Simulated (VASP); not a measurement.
# Se (Pm-3m) in VASP: single point with PBEsol

Aim: the single point of Se with PBEsol.

Program: VASP 6.6.1. These are calculated values, not measurements. Logs are shortened: lines on timing, memory, paths and dates and some standing lists are left out, and cuts for length are marked.

**1. The cell of the first run**

The structure is cubic, space group Pm-3m (No. 221). Conventional cell: a = 2.857 Å, b = 2.857 Å, c = 2.857 Å, α = 90.00°, β = 90.00°, γ = 90.00°. Within 3.8 Å of Se (site symmetry m-3m) lie 6 Se at 2.86 Å.

**2. Single point, PBEsol (volume scaled by 1.05)**

INCAR

```
SYSTEM = Se
ALGO     = Normal         ! electronic algorithm
EDIFF    = 1E-7           ! SCF threshold, eV
ENCUT    = 520            ! plane-wave cutoff, eV
GGA      = PS             ! functional
ISIF     = 2              ! what is computed and relaxed
ISMEAR   = -1             ! smearing method
LASPH    = .True.         ! aspherical terms in the spheres
LCHARG   = .False.        ! write CHGCAR
LREAL    = .False.        ! projectors in reciprocal space
LWAVE    = .False.        ! write WAVECAR
NBANDS   = 9              ! bands
NELM     = 80             ! most SCF steps
PREC     = Accurate       ! precision mode
SIGMA    = 0.03           ! smearing width, eV
```

KPOINTS

```
k-points
0
Gamma
  12 12 12
  0 0 0
```

POSCAR

```
Se
1.0
    2.8566460141      0.0000000000      0.0000000000
    0.0000000000      2.8566460141      0.0000000000
    0.0000000000      0.0000000000      2.8566460141
Se
1
Direct
    0.0000000000      0.0000000000      0.0000000000
```

Potentials or basis: VASP PAW PBE potentials, release 64 (Se).

Started as:

```
cat potpaw_PBE.64/Se/POTCAR > POTCAR
mpirun -np 1 vasp_std > vasp.out
```

OUTCAR:

```text
SYSTEM = Se
   EDIFF = 1E-7
   ENCUT = 520
   GGA = PS
   ISIF = 2
   ISMEAR = -1
   LASPH = .True.
   LREAL = .False.
   NELM = 80
   PREC = Accurate

 ion  position               nearest neighbor table
   1  0.000  0.000  0.000-

  LATTYP: Found a simple cubic cell.
 ALAT       =     2.8566460141

  Lattice vectors:

 A1 = (   2.8566460141,   0.0000000000,   0.0000000000)
 A2 = (   0.0000000000,   2.8566460141,   0.0000000000)
 A3 = (   0.0000000000,   0.0000000000,   2.8566460141)

Analysis of symmetry for initial positions (statically):
=====================================================================
 Subroutine PRICEL returns:
 Original cell was already a primitive cell.

 Routine SETGRP: Setting up the symmetry group for a
 simple cubic supercell.

 Subroutine GETGRP returns: Found 48 space group operations
 (whereof 48 operations were pure point group operations)
 out of a pool of 48 trial point group operations.

The static configuration has the point symmetry O_h .

Analysis of symmetry for dynamics (positions and initial velocities):
=====================================================================
 Subroutine PRICEL returns:
 Original cell was already a primitive cell.

 Routine SETGRP: Setting up the symmetry group for a
 simple cubic supercell.

 Subroutine GETGRP returns: Found 48 space group operations
 (whereof 48 operations were pure point group operations)
 out of a pool of 48 trial point group operations.

The dynamic configuration has the point symmetry O_h .

 Subroutine INISYM returns: Found 48 space group operations
 (whereof 48 operations are pure point group operations),
 and found     1 'primitive' translations

----------------------------------------------------------------------------------------

                                     Primitive cell

  volume of cell :      23.3114

  direct lattice vectors                    reciprocal lattice vectors
     2.856646014  0.000000000  0.000000000     0.350060874  0.000000000  0.000000000
     0.000000000  2.856646014  0.000000000     0.000000000  0.350060874  0.000000000
     0.000000000  0.000000000  2.856646014     0.000000000  0.000000000  0.350060874

  length of vectors
     2.856646014  2.856646014  2.856646014     0.350060874  0.350060874  0.350060874

  position of ions in fractional coordinates (direct lattice)
     0.000000000  0.000000000  0.000000000

  ion indices of the primitive-cell ions
   primitive index   ion index
                 1           1

----------------------------------------------------------------------------------------

 KPOINTS: k-points

Automatic generation of k-mesh.
 Grid dimensions read from file:
 generate k-points for:   12   12   12

 Generating k-lattice:

  Cartesian coordinates                     Fractional coordinates (reciprocal lattice)
     0.029171739  0.000000000  0.000000000     0.083333333  0.000000000  0.000000000
     0.000000000  0.029171739  0.000000000     0.000000000  0.083333333  0.000000000
     0.000000000  0.000000000  0.029171739     0.000000000  0.000000000  0.083333333

  Length of vectors
     0.029171739  0.029171739  0.029171739

  Shift w.r.t. Gamma in fractional coordinates (k-lattice)
     0.000000000  0.000000000  0.000000000

 Subroutine IBZKPT returns following result:
 ===========================================

 Found     84 irreducible k-points:

 Following reciprocal coordinates:
            Coordinates               Weight
  0.000000  0.000000  0.000000      1.000000
  0.083333  0.000000  0.000000      6.000000
  0.166667  0.000000  0.000000      6.000000
  0.250000  0.000000  0.000000      6.000000
  0.333333  0.000000  0.000000      6.000000
  0.416667  0.000000  0.000000      6.000000
[... 16 lines left out ...]
  0.333333  0.333333  0.000000     12.000000
  0.416667  0.333333  0.000000     24.000000
 [... further k-points ...]
   k-points           NKPTS =     84   k-points in BZ     NKDIM =     84   number of bands    NBANDS=      9
   number of dos      NEDOS =    301   number of ions     NIONS =      1
   total plane-waves  NPLWV =  13824
   dimension x,y,z NGX =    24 NGY =   24 NGZ =   24
   dimension x,y,z NGXF=    48 NGYF=   48 NGZF=   48
   ions per type =               1
   NGX,Y,Z   is equivalent  to a cutoff of  13.97, 13.97, 13.97 a.u.
   NGXF,Y,Z  is equivalent  to a cutoff of  27.93, 27.93, 27.93 a.u.
 SYSTEM =  Se
   PREC   = accura    normal or accurate (medium, high low for compatibility)
   ISTART =      0    job   : 0-new  1-cont  2-samecut
   ICHARG =      2    charge: 1-file 2-atom 10-const
   ISPIN  =      1    spin polarized calculation?
   LNONCOLLINEAR =      F non collinear calculations
   LSORBIT =      F    spin-orbit coupling
   LASPH  =      T    aspherical Exc in radial PAW
   ENCUT  =  520.0 eV  38.22 Ry    6.18 a.u.   5.31  5.31  5.31*2*pi/ulx,y,z
   NELM   =     80;   NELMIN=  2; NELMDL= -5     # of ELM steps
   EDIFF  = 0.1E-06   stopping-criterion for ELM
   LREAL  =      F    real-space projection
   EDIFFG = 0.1E-05   stopping-criterion for IOM
   NSW    =      0    number of steps for IOM
   IBRION =     -1    ionic relax: 0-MD 1-quasi-New 2-CG
   NFREE  =      0    steps in history (QN), initial steepest desc. (CG)
   ISIF   =      2    stress and relaxation
   ISYM   =      2    0-nonsym 1-usesym 2-fastsym
   POTIM  = 0.5000    time-step for ionic-motion
   TEBEG  =    0.0;   TEEND  =   0.0 temperature during run
   PSTRESS=    0.0 pullay stress
   NELECT =       6.0000    total number of electrons
   NUPDOWN=      -1.0000    fix difference up-down
   EMIN   =  10.00;   EMAX   =-10.00  energy-range for DOS
   EFERMI =   0.00;   METHOD = LEGACY
   ISMEAR =    -1;   SIGMA  =   0.03  broadening in eV -4-tet -1-fermi 0-gaus
   EFERMI_NEDOS =   21; number of points for ismear=-14 and -15
   IALGO  =     38    algorithm
   IMIX   =      4    mixing-type and parameters
     AMIX     =   0.40;   BMIX     =  1.00
     AMIX_MAG =   1.60;   BMIX_MAG =  1.00
  volume/ion in A,a.u.               =      23.31       157.31
  Fermi-wavevector in a.u.,A,eV,Ry     =   1.041363  1.967891 14.754660  1.084437
  Thomas-Fermi vector in A             =   2.175980
   LORBIT       =      0    0 simple, 1 ext, 2 COOP (PROOUT), +10 PAW based schemes
   GGA     = PS    functional components
   LHFCALC =     F    Hartree Fock is set to
   AEXX    =    0.0000 exact exchange contribution
   IVDW    =     0    specifies the selected vdW correction
   LEPSILON=     F    determine dielectric tensor
   LRPA    =     F    only Hartree local field effects (RPA)
 non-spin polarized calculation
  energy-cutoff  :      520.00
  volume of cell :       23.31
 maximum number of plane-waves:       647
 NGX is ok and might be reduce to    24
   NGX = 11   NGY = 11   NGZ = 11

 number of electron       5.9999999 magnetization

 Free energy of the ion-electron system (eV)
  ---------------------------------------------------
  ext. energy  EPLUGINS =         0.00000000
  ---------------------------------------------------
  free energy    TOTEN  =        -3.72807418 eV

  energy without entropy =       -3.72619770  energy(sigma->0) =       -3.72713594

 E-fermi :   4.2131     XC(G=0):  -9.9471

 val. band max:        4.1871034925   @ k =   0.3333   0.1667   0.1667
 cond. band min:       4.2623692715   @ k =   0.4167   0.1667   0.0833
 fundamental gap:      0.0752657790
 Fermi energy:         4.2131416042

 k-point     1 :       0.0000    0.0000    0.0000
  band No.  band energies     occupation
      1     -11.5715      2.00000
      2       5.5524      0.00000
      3       5.5524      0.00000
      4       5.5524      0.00000
      5      11.6932      0.00000
      6      11.9964      0.00000
      7      11.9964      0.00000
      8      26.1089      0.00000
      9      26.1089      0.00000

 k-point     2 :       0.0833    0.0000    0.0000
  band No.  band energies     occupation
      1     -11.4768      2.00000
      2       4.5620      0.00002
      3       5.6265      0.00000
      4       5.6265      0.00000
      5      11.8893      0.00000
      6      12.0946      0.00000
      7      13.1093      0.00000
      8      24.4288      0.00000
      9      24.4288      0.00000

 k-point     3 :       0.1667    0.0000    0.0000
  band No.  band energies     occupation
      1     -11.2011      2.00000
      2       2.6578      2.00000
      3       5.8380      0.00000
      4       5.8380      0.00000
      5      12.2465      0.00000
      6      12.3822      0.00000
      7      15.5476      0.00000
      8      22.3094      0.00000
      9      22.3094      0.00000

 k-point     4 :       0.2500    0.0000    0.0000
  band No.  band energies     occupation
      1     -10.7737      2.00000
      2       0.7317      2.00000
      3       6.1515      0.00000
      4       6.1515      0.00000
      5      12.8237      0.00000
      6      12.8337      0.00000
      7      17.9165      0.00000
      8      20.4370      0.00000
      9      20.4370      0.00000
[... 205 lines left out ...]
 k-point    22 :       0.5000    0.2500    0.0000
  band No.  band energies     occupation
      1      -8.8202      2.00000
      2      -1.7242      2.00000
      3       2.5093      2.00000
      4       7.4471      0.00000
      5      10.4433      0.00000
      6      15.6541      0.00000
      7      18.4826      0.00000
      8      19.2561      0.00000
      9      20.8719      0.00000

 k-point    23 :       0.3333    0.3333    0.0000
  band No.  band energies     occupation
      1      -8.9633      2.00000
      2       0.3214      2.00000
      3       0.3331      2.00000
      4       7.3946      0.00000
      5      10.2703      0.00000
      6      15.2931      0.00000
      7      19.9890      0.00000
      8      20.7006      0.00000
      9      21.0602      0.00000

 k-point    24 :       0.4167    0.3333    0.0000
  band No.  band energies     occupation
      1      -8.5088      2.00000
      2      -0.8116      2.00000
      3       0.7451      2.00000
      4       7.6583      0.00000
      5       9.1708      0.00000
      6      15.9772      0.00000
      7      19.3523      0.00000
      8      20.4223      0.00000
      9      20.8707      0.00000

 [... further k-points ...]
[... 5 lines left out ...]
  --------------------------------------------------------------------------------------
  -------------------------------------------------------------------------------------
  Total       -0.7365586     -0.7365586     -0.7365586      0.0000000      0.0000000     -0.0000000
  in kB      -50.6230858    -50.6230858    -50.6230858      0.0000000      0.0000000     -0.0000000
  external PRESSURE =     -50.6230858 kB  Pullay stress =       0.0000000 kB

 VOLUME and BASIS-vectors are now :
 -----------------------------------------------------------------------------
  energy-cutoff  :      520.00
  volume of cell :       23.31
      direct lattice vectors                 reciprocal lattice vectors
     2.856646014  0.000000000  0.000000000     0.350060874  0.000000000  0.000000000
     0.000000000  2.856646014  0.000000000     0.000000000  0.350060874  0.000000000
     0.000000000  0.000000000  2.856646014     0.000000000  0.000000000  0.350060874

 POSITION                                       TOTAL-FORCE (eV/Angst)
 -----------------------------------------------------------------------------------
      0.00000      0.00000      0.00000         0.000000      0.000000      0.000000
 -----------------------------------------------------------------------------------
    total drift:                               -0.000000      0.000000      0.000000

  FREE ENERGIE OF THE ION-ELECTRON SYSTEM (eV)
  ---------------------------------------------------
  free  energy   TOTEN  =        -3.7280741801 eV

  energy  without entropy=       -3.7261976971  energy(sigma->0) =       -3.72713594
```

Wall time 5.1 s (1 thread of Intel Xeon 6975P-C, shared host); peak memory 0.15 GiB.

Results:

```
Free energy            : -3.7281 eV
Pressure               : -5.1 GPa
Band gap on the k mesh : zero (band 3 reaches 6.90 eV, above the bottom of band 4 at 1.02 eV)
```

Levels at points of the mesh, in eV from the Fermi level:
| k point | band 1 | band 2 | band 3 | band 4 | band 5 | band 6 | band 7 | band 8 |
| --- | --- | --- | --- | --- | --- | --- | --- | --- |
| (0.00, 0.00, 0.00) | -15.78 | 1.34 | 1.34 | 1.34 | 7.48 | 7.78 | 7.78 | 21.90 |
| (0.50, 0.00, 0.00) | -13.82 | -6.71 | 2.68 | 2.68 | 9.92 | 11.20 | 12.20 | 13.42 |
| (0.50, 0.50, 0.00) | -11.88 | -4.84 | -4.84 | 2.99 | 3.90 | 13.16 | 15.59 | 15.59 |
| (0.50, 0.50, 0.50) | -9.93 | -3.20 | -3.20 | -3.20 | 5.87 | 5.87 | 5.87 | 9.77 |

Caveat: the PAW data sets were made with another functional, which shifts forces and pressure a little.
